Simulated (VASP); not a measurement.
**Si16C (a cell with a defect): single point with PBE**

Si16C (a cell with a defect):

```xyz
17
Lattice="0.0000 5.4300 5.4300 5.4300 0.0000 5.4300 5.4300 5.4300 0.0000" Properties=species:S:1:pos:R:3 pbc="T T T"
Si   -0.2341   -0.2322   -0.2174
Si    1.2197    1.2212    0.7557
Si    2.7554    2.7567    0.0497
Si    4.0644    4.0663    1.5039
Si    2.6146    0.1678    2.9749
Si    4.0845    1.4993    4.1614
Si    5.5114    2.7874    2.8245
Si    6.7889    4.1319    4.2548
Si    0.1663    2.6173    2.9753
Si    1.4980    4.0870    4.1617
Si    2.7859    5.5137    2.8243
Si    4.1308    6.7905    4.2546
Si    2.7900    2.7918    5.6364
Si    4.0989    4.1005    7.0905
Si    5.4143    5.4157    5.6532
Si    6.8200    6.8219    6.9034
C     6.5365    6.5386    2.5184
```

```yaml
Program: VASP 6.6.1
Task: single point
Functional: PBE
Potentials_or_basis: VASP PAW PBE potentials, release 64 (Si, C)
Cutoff: 520 eV
k_mesh: 2 × 2 × 2
Occupations: gaussian, width 0.02 eV
Spin: collinear spin
Starting_moments: "[0.0, 0.0, 0.0, 0.0, 0.0, 0.0, 0.0, 0.0, 0.0, 0.0, 0.0, 0.0, 0.0, 0.0, 0.0, 0.0, 1.0] μB"
Dipole_correction: no
Further_INCAR_settings: LREAL = Auto; ALGO = Normal; EDIFF = 1e-07; NBANDS = 52
```

The pressure is 4.1 GPa and the largest force is 0.012 eV/Å. The band gap on the k mesh is zero (filled and empty bands overlap), the net moment is 0.00 μB per cell and the valence electrons inside the program's atomic spheres are Si 1.73, 1.71, 1.69, 1.67, 1.70, 1.65 (each value once); C 2.48.

Forces in eV/Å, atoms in the order of the input:
```
Si   0.001  0.000  0.000
Si  -0.003 -0.003 -0.006
Si  -0.006 -0.006 -0.003
Si   0.000  0.000 -0.003
Si  -0.006  0.002  0.004
Si   0.002 -0.006  0.000
Si  -0.001 -0.001  0.004
Si   0.000  0.006  0.000
Si   0.003 -0.012  0.002
Si  -0.007  0.001  0.001
Si   0.000 -0.002  0.003
Si   0.005  0.004  0.000
Si   0.004  0.003  0.001
Si   0.000  0.002 -0.002
Si   0.001  0.001 -0.005
Si   0.001  0.002 -0.003
C    0.004  0.009  0.007
```

Stress tensor (GPa, compression positive):
```
2.80 0.99 0.11
0.99 2.80 0.10
0.11 0.10 6.81
```

Levels at points of the mesh, in eV from the Fermi level:
Spin up:
```tsv
k point	band 31	band 32	band 33	band 34	band 35	band 36	band 37	band 38
(0.00, 0.00, 0.00)	-1.20	-0.78	-0.49	-0.47	-0.38	0.06	0.33	0.54
(0.50, 0.00, 0.00)	-1.38	-1.26	-0.99	-0.22	0.70	0.73	1.08	1.13
(0.00, 0.50, 0.00)	-1.38	-1.26	-0.99	-0.22	0.70	0.73	1.08	1.13
(0.00, 0.00, 0.50)	-1.20	-1.18	-1.09	-0.13	0.61	0.72	1.03	1.07
(0.50, 0.50, 0.50)	-1.28	-1.27	-0.96	-0.06	0.55	0.67	0.96	1.13
(0.50, 0.50, 0.00)	-1.78	-1.72	-1.10	0.30	0.52	0.99	1.44	1.78
(0.00, 0.50, 0.50)	-1.79	-1.67	-0.98	-0.84	0.84	1.14	1.40	1.92
(0.50, 0.00, 0.50)	-1.79	-1.67	-0.98	-0.84	0.84	1.14	1.40	1.92
```
Spin down:
```
           k point  band 31  band 32  band 33  band 34  band 35  band 36  band 37  band 38
(0.00, 0.00, 0.00)    -1.20    -0.78    -0.49    -0.47    -0.38     0.06     0.33     0.54
(0.50, 0.00, 0.00)    -1.38    -1.26    -0.99    -0.22     0.70     0.73     1.08     1.13
(0.00, 0.50, 0.00)    -1.38    -1.26    -0.99    -0.22     0.70     0.73     1.08     1.13
(0.00, 0.00, 0.50)    -1.20    -1.18    -1.09    -0.13     0.61     0.72     1.03     1.07
(0.50, 0.50, 0.50)    -1.28    -1.27    -0.96    -0.06     0.55     0.67     0.96     1.13
(0.50, 0.50, 0.00)    -1.78    -1.72    -1.10     0.30     0.52     0.99     1.44     1.78
(0.00, 0.50, 0.50)    -1.79    -1.67    -0.98    -0.84     0.84     1.14     1.40     1.92
(0.50, 0.00, 0.50)    -1.79    -1.67    -0.98    -0.84     0.84     1.14     1.40     1.92
```

Run time: 20 min on 1 thread of Oxide Virtual Turin-like Processor (shared host), peak memory 0.68 GiB.

Caveat: the k points lie up to 0.50 Å⁻¹ apart, too coarse for converged energies and pressures of a metal.
